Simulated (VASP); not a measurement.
# Cu: single point with PBEsol

The system is Cu, a slab with vacuum.

```
Cu
1.0
     2.50366    0.00000    0.00000
    -1.25183    2.16823    0.00000
     0.00000    0.00000   24.57559
Cu
6
Direct
  0.00000 0.00000 0.37376
  0.66667 0.33333 0.28961
  0.33333 0.66667 0.45799
  0.00000 0.00000 0.62624
  0.66667 0.33333 0.54201
  0.33333 0.66667 0.71039
```

```
Program             : VASP 6.6.1
Task                : single point
Functional          : PBEsol
Potentials or basis : VASP PAW PBE potentials, release 64 (Cu)
Cutoff              : 520 eV
k mesh              : 10 × 10 × 1
Occupations         : fermi-dirac, width 0.15 eV
Spin                : no spin polarisation
```

```yaml
Largest_force: 0.063 eV/Å
Band_gap_on_the_k_mesh: zero (band 33 reaches 4.62 eV, above the bottom of band 34 at -0.01 eV)
```

Forces in eV/Å, atoms in the order of the input:
```
Cu   0.000  0.000  0.012
Cu   0.000  0.000  0.042
Cu   0.000  0.000 -0.063
Cu   0.000  0.000 -0.012
Cu   0.000  0.000  0.063
Cu   0.000  0.000 -0.042
```

Levels at points of the mesh, in eV from the Fermi level:
| k point | band 30 | band 31 | band 32 | band 33 | band 34 | band 35 | band 36 | band 37 | band 38 | band 39 |
| --- | --- | --- | --- | --- | --- | --- | --- | --- | --- | --- |
| (0.00, 0.00, 0.00) | -1.92 | -1.92 | -1.73 | -1.73 | -1.67 | -1.67 | -1.00 | -0.55 | 4.37 | 4.54 |
| (0.50, 0.00, 0.00) | -1.39 | -0.58 | 0.24 | 0.86 | 1.24 | 1.47 | 1.51 | 4.31 | 4.96 | 5.69 |

Wall time 2.7 min on 1 thread of Intel Xeon 6975P-C, on a shared host, peak memory 0.28 GiB.

Caveat: the PAW data sets were made with another functional, which shifts forces and pressure a little.
